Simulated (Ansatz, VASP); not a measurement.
Two plane-wave programs on C

```xyz
4
Lattice="2.4361 0.0000 0.0000 -1.2180 2.1097 0.0000 0.0000 0.0000 4.0945" Properties=species:S:1:pos:R:3 pbc="T T T"
C     0.0000    1.4065    0.0006
C     1.2180    0.7032    2.0479
C     0.0000    1.4065    1.5307
C     1.2180    0.7032    3.5780
```

Change from the starting cell: strained cell.

Alike in both runs: functional LDA; k mesh 9 × 9 × 6; occupations gaussian, width 0.02 eV; no spin polarisation.

Ansatz relaxed the structure, and its values are those at the end. VASP's run is a single point on that final structure, the one shown.

|  | VASP | Ansatz |
| --- | --- | --- |
| version | VASP 6.6.1 | Ansatz 0.2.0 |
| potentials or method | VASP PAW LDA potentials, release 64 (C_h), cutoff 910 eV | scalar-relativistic, plane waves, PAW |
| valence electrons in the cell | 16 | 16 |

Ansatz gave:

| Property | Result |
| --- | --- |
| gap on the k mesh at the Fermi level (eV) | 2.79 |
| least direct gap on the mesh (eV) | 5.14 |

What did VASP give for the same quantities?

gap on the k mesh at the Fermi level (eV): 2.77; least direct gap on the mesh (eV): 5.13.

Ansatz warns that its potentials were made for another functional, while VASP's fit it. LDA's correlation is that of Perdew and Zunger in VASP and of Perdew and Wang (1992) in Ansatz. Ansatz's warnings: stress scf threshold loose.

Noted on VASP's run: the cutoff is short for stress, so the pressure is rough.
